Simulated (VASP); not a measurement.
Here is a VASP 6.6.1 calculation.

INCAR

```
ALGO     = Normal         # electronic algorithm
EDIFF    = 1E-7           # SCF threshold, eV
EDIFFG   = -0.005         # ionic threshold
ENCUT    = 600            # plane-wave cutoff, eV
GGA      = PS             # functional
IBRION   = 2              # ionic algorithm
ISIF     = 3              # what is computed and relaxed
ISMEAR   = 0              # smearing method
ISPIN    = 2              # spin polarisation
LASPH    = T              # aspherical terms in the spheres
LCHARG   = F              # write CHGCAR
LORBIT   = 11             # projections on sites
LREAL    = F              # projectors in reciprocal space
LWAVE    = F              # write WAVECAR
MAGMOM   = 3.2 3.2 3.2 3.2 # initial moments
NELM     = 150            # most SCF steps
NSW      = 100            # ionic steps
PREC     = Accurate       # precision mode
SIGMA    = 0.02           # smearing width, eV
```

File KPOINTS:

```
k-points
0
Gamma
  4 4 4
```

POSCAR

```
N
1.0
    5.6490000000      0.0000000000      0.0000000000
    0.0000000000      5.6490000000      0.0000000000
    0.0000000000      0.0000000000      5.6490000000
N
4
Direct
    0.0300000000      0.0300000000      0.0300000000
    0.4700000000      0.9700000000      0.5300000000
    0.5300000000      0.4700000000      0.9700000000
    0.9700000000      0.5300000000      0.4700000000
```

Potentials or basis: VASP PAW PBE potentials, release 64 (N).

Launch:

```sh
$ cat potpaw_PBE.64/N/POTCAR > POTCAR
$ mpirun -np 1 vasp_std > vasp.out
```

(1) What does it give for the space group after relaxing (to 0.1 Å)?

(2) What does it give for the band gap on the k mesh?

(3) Predict the net moment.

Results:

(1) P2_13 (No. 198).

(2) 3.44 eV (least direct gap 3.48 eV).

(3) 12.00 μB per cell.
